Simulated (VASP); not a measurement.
Here is a VASP 6.6.1 calculation.

File INCAR:

```
PREC = Accurate ; ENCUT = 520
EDIFF = 1E-6 ; ISMEAR = -1
SIGMA = 0.1 ; LREAL = F
LASPH = T ; NELM = 60
ALGO = Normal ; ISIF = 2
LWAVE = F ; LCHARG = F
GGA = PS ; NBANDS = 19
```

File KPOINTS:

```
regular mesh
0
Gamma
  12 12 12
```

Contents of POSCAR:

```
Zr
1.0
    0.0000000000      2.3167781234      2.3167781234
    2.3167781234      0.0000000000      2.3167781234
    2.3167781234      2.3167781234      0.0000000000
Zr
2
Direct
   -0.1250000000     -0.1250000000     -0.1250000000
    0.1250000000      0.1250000000      0.1250000000
```

Potentials or basis: VASP PAW PBE potentials, release 64 (Zr_sv).

Run with:

```sh
$ cat potpaw_PBE.64/Zr_sv/POTCAR > POTCAR
$ mpirun -np 1 vasp_std > vasp.out
```

Problem. Predict the band gap on the k mesh.

Solution. Zero (bands 12 and 13 overlap by 4.10 eV).

Problem. Predict the pressure.

Solution. 255.9 GPa.

Caveat: atoms lie so close that the PAW spheres overlap strongly, which falsifies energies and pressures; the cell stands under pressure; the PAW data sets were made with another functional, which shifts forces and pressure a little.
